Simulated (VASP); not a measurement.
**Bi: single point with PBEsol**

The system is Bi.

```
CELL_PARAMETERS angstrom
3.26138 0.00000 0.01706
0.00000 4.69933 0.00000
-0.01657 0.00000 4.64797
ATOMIC_POSITIONS crystal
Bi 0.98200 0.75000 0.73658
Bi 0.01800 0.25000 0.26342
```

This cell differs from its parent crystal: Sb replaced by Bi, lengths x 1.039, strained.

```yaml
Program: VASP 6.6.1
Task: single point
Functional: PBEsol
Potentials_or_basis: VASP PAW PBE potentials, release 64 (Bi_d)
Cutoff: 520 eV
k_mesh: 14 × 10 × 10
Occupations: gaussian, width 0.1 eV
Spin: no spin polarisation
Dipole_correction: no
Further_INCAR_settings: ALGO = Normal; EDIFF = 1e-07; NBANDS = 22
```

| Property | Result |
| --- | --- |
| Pressure | -2.7 GPa |
| Largest force | 0.095 eV/Å |
| Band gap on the k mesh | zero (band 15 reaches 10.68 eV, above the bottom of band 16 at 3.15 eV) |

Forces in eV/Å, atoms in the order of the input:
```
Bi   0.027  0.000  0.091
Bi  -0.027  0.000 -0.091
```

Stress tensor (GPa, compression positive):
```
-1.78  0.00  0.00
 0.00 -3.39  0.00
 0.00  0.00 -3.06
```

Levels at points of the mesh, in eV from the Fermi level:
| k point | band 11 | band 12 | band 13 | band 14 | band 15 | band 16 | band 17 | band 18 | band 19 | band 20 |
| --- | --- | --- | --- | --- | --- | --- | --- | --- | --- | --- |
| (0.00, 0.00, 0.00) | -12.88 | -9.44 | -3.03 | -2.87 | 2.45 | 3.02 | 3.29 | 3.32 | 6.02 | 6.71 |
| (0.50, 0.00, 0.00) | -11.02 | -7.61 | -4.73 | -1.38 | -1.27 | -1.11 | 4.50 | 4.71 | 5.45 | 5.46 |
| (0.00, 0.50, 0.00) | -11.51 | -11.51 | -1.24 | -1.24 | -0.67 | -0.67 | 4.79 | 4.79 | 7.77 | 7.77 |
| (0.50, 0.50, 0.00) | -9.68 | -9.68 | -3.34 | -3.34 | 0.67 | 0.67 | 1.31 | 1.31 | 5.64 | 5.64 |
| (0.00, 0.00, 0.50) | -11.75 | -11.23 | -1.29 | -1.27 | -1.02 | -0.58 | 4.58 | 5.05 | 7.83 | 8.31 |
| (0.50, 0.00, 0.50) | -9.92 | -9.38 | -3.51 | -3.11 | 0.52 | 0.80 | 1.00 | 1.30 | 5.34 | 5.78 |
| (0.00, 0.50, 0.50) | -11.16 | -11.16 | -4.70 | -4.70 | 4.71 | 4.71 | 5.04 | 5.04 | 9.45 | 9.45 |
| (0.50, 0.50, 0.50) | -9.32 | -9.32 | -3.01 | -3.01 | -2.82 | -2.82 | 2.79 | 2.79 | 6.65 | 6.65 |

It took 3.7 min on 1 thread of Intel(R) Xeon(R) Platinum 8488C (Sapphire Rapids) (shared host), peak memory 0.58 GiB.

Caveat: the cell differs from its parent crystal (Sb replaced by Bi, lengths x 1.039, strained); the PAW data sets were made with another functional, which shifts forces and pressure a little; spin-orbit coupling is left out, which moves the levels of the heavy elements.
